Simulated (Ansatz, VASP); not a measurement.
ZnS in VASP and in Ansatz

POSCAR

```
ZnS
1.0
    0.0000000000      2.6940858315      2.6940858315
    2.6940858315      0.0000000000      2.6940858315
    2.6940858315      2.6940858315      0.0000000000
Zn S
1 1
Direct
    0.0000000000      0.0000000000      0.0000000000
    0.2500000000      0.2500000000      0.2500000000
```

INCAR.step1

```
PREC = Accurate
ENCUT = 520
EDIFF = 1E-5
ISMEAR = 0
SIGMA = 0.01
LREAL = F
LASPH = T
NELM = 100
ALGO = Normal
ISIF = 2
LWAVE = T
LCHARG = F
GGA = PE
NBANDS = 16
```

INCAR.step2

```
PREC = Accurate
ENCUT = 520
EDIFF = 1E-6
ISMEAR = 0
SIGMA = 0.01
LREAL = F
LASPH = T
NELM = 100
ALGO = Normal
ISIF = 2
LWAVE = F
LCHARG = F
GGA = PE
LHFCALC = T
HFSCREEN = 0.2079
PRECFOCK = Normal
ISTART = 1
NBANDS = 16
```

Contents of KPOINTS:

```
Automatic mesh
0
Gamma
  6 6 6
```

Input for Ansatz:

```yaml
crystal:
  lattice:
    - [0.0, 2.6940858315, 2.6940858315]
    - [2.6940858315, 0.0, 2.6940858315]
    - [2.6940858315, 2.6940858315, 0.0]
  atoms:
    - { symbol: Zn, position: [0.0, 0.0, 0.0] }
    - { symbol: S, position: [0.25, 0.25, 0.25] }
kpoints:
  mp_grid: { grid: [6, 6, 6] }
  band_path:
    path:
      - [0.0, 0.0, 0.0]
      - [-0.5, -0.5, 0.0]
      - [-0.375, -0.375, 0.25]
      - [-0.375, 0.0, 0.375]
      - [0.0, 0.0, 0.5]
      - [-0.5, -0.25, 0.25]
    npoints: 1
hamiltonian:
  xc: hse06
scf:
  occupations: { method: fixed }
  n_extra_bands: 4
output:
  forces: true
  stress: true
  eigenvalues: true
```

Alike in both runs: task single point; functional HSE06; k mesh 6 × 6 × 6; no spin polarisation.

```csv
,VASP,Ansatz
version,VASP 6.6.1,Ansatz 0.2.0
potentials or method,"VASP PAW PBE potentials, release 64 (Zn, S)","plane waves, PAW"
plane-wave cutoff (eV),520,420
occupations,"gaussian, width 0.01 eV",fixed
valence electrons in the cell,18,18
```

|  | VASP | Ansatz | Ansatz less VASP |
| --- | --- | --- | --- |
| gap on the k mesh at the Fermi level (eV) | 3.37 | 3.38 | +0.011 |
| pressure (GPa) | 1.6 | 1.6 | +0.02 |

Ansatz's warnings: stress exchange threshold loose, stress scf threshold loose.
